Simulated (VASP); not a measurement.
Write the native input for VASP 6.6.1 that does the following.

```
Task                   : single point
Functional             : PBE
Potentials or basis    : VASP PAW PBE potentials, release 64 (Li_sv)
Cutoff                 : 520 eV
k mesh                 : 11 × 11 × 6
Occupations            : fermi-dirac, width 0.05 eV
Spin                   : no spin polarisation
Dipole correction      : no
Further INCAR settings : ALGO = Normal; EDIFF = 1e-06; NBANDS = 10
```

The structure of Li lies in POSCAR:

```
Li
1.0
    3.0646488937      0.0000000000      0.0000000000
   -1.5323244468      2.6540637956      0.0000000000
    0.0000000000      0.0000000000      4.9647312077
Li
2
Direct
    0.3333333333      0.6666666667      0.2500000000
    0.6666666667      0.3333333333      0.7500000000
```

This isn't the form of Li at room conditions, which is bcc.

The input as run:

INCAR

```
ALGO     = Normal         # electronic algorithm
EDIFF    = 1E-6           # SCF threshold, eV
ENCUT    = 520            # plane-wave cutoff, eV
GGA      = PE             # functional
ISIF     = 2              # what is computed and relaxed
ISMEAR   = -1             # smearing method
LASPH    = T              # aspherical terms in the spheres
LCHARG   = F              # write CHGCAR
LREAL    = F              # projectors in reciprocal space
LWAVE    = F              # write WAVECAR
NBANDS   = 10             # bands
NELM     = 100            # most SCF steps
PREC     = Accurate       # precision mode
SIGMA    = 0.05           # smearing width, eV
```

KPOINTS

```
k-points
0
Gamma
  11 11 6
```

Potentials or basis: VASP PAW PBE potentials, release 64 (Li_sv).

Command:

```console
$ cat potpaw_PBE.64/Li_sv/POTCAR > POTCAR
$ mpirun -np 1 vasp_std > vasp.out
```

It gave:

```yaml
Band_gap_on_the_k_mesh: zero (bands 3 and 4 overlap by 4.23 eV)
```

Wall time 17 s on 1 thread of Intel(R) Xeon(R) Platinum 8259CL CPU @ 2.50GHz (Skylake/Cascade Lake), on a shared host, peak memory 0.15 GiB.
